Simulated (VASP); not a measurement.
Wanted: the native input for a VASP 6.6.1 run.

```
Task                   : single point
Functional             : PBE
Potentials or basis    : VASP PAW PBE potentials, release 64 (Sr_sv, Ti_sv, O)
Cutoff                 : 520 eV
k mesh                 : 8 × 8 × 8
Occupations            : gaussian, width 0.05 eV
Spin                   : no spin polarisation
Dipole correction      : no
Further INCAR settings : ALGO = Normal; EDIFF = 1e-07; NBANDS = 28
```

The structure of SrTiO3 lies in POSCAR:

```
SrTiO3
1.0
    3.9364094381      0.0000000000      0.0000000000
    0.0000000000      3.9364094381      0.0000000000
    0.0000000000      0.0000000000      3.9364094381
Sr Ti O
1 1 3
Direct
    0.0500127480      0.0000000000      0.0000000000
    0.4511502718      0.5000000000      0.5000000000
   -0.0349611896      0.5000000000      0.5000000000
    0.4536070075      0.0000000000      0.5000000000
    0.4536070075      0.5000000000      0.0000000000
```

This cell differs from its parent crystal: mode 1 frozen in at -0.058 Å and mode 7 at +0.230 Å (largest displacements).

The input as run:

INCAR

```
PREC = Accurate
ENCUT = 520
EDIFF = 1E-7
ISMEAR = 0
SIGMA = 0.05
LREAL = False
LASPH = True
NELM = 100
ALGO = Normal
ISIF = 2
LWAVE = False
LCHARG = False
GGA = PE
NBANDS = 28
```

KPOINTS

```
Automatic mesh
0
Gamma
  8 8 8
```

Potentials or basis: VASP PAW PBE potentials, release 64 (Sr_sv, Ti_sv, O).

Command:

```bash
$ cat potpaw_PBE.64/Sr_sv/POTCAR potpaw_PBE.64/Ti_sv/POTCAR potpaw_PBE.64/O/POTCAR > POTCAR
$ mpirun -np 1 vasp_std > vasp.out
```

It gave:

| Item | Value |
| --- | --- |
| Pressure | 4.2 GPa |
| Largest force | 1.526 eV/Å |
| Band gap on the k mesh | 1.73 eV, indirect (least direct gap 2.12 eV) |

Caveat: the cell differs from its parent crystal (mode 1 frozen in at -0.058 Å and mode 7 at +0.230 Å (largest displacements)); forces of over 1 eV/Å act on the atoms, so gaps and moduli don't describe the material at rest.

Run time: 83 s on 1 thread of Intel(R) Xeon(R) Platinum 8488C (Sapphire Rapids), with other jobs on the host, peak memory 0.26 GiB.
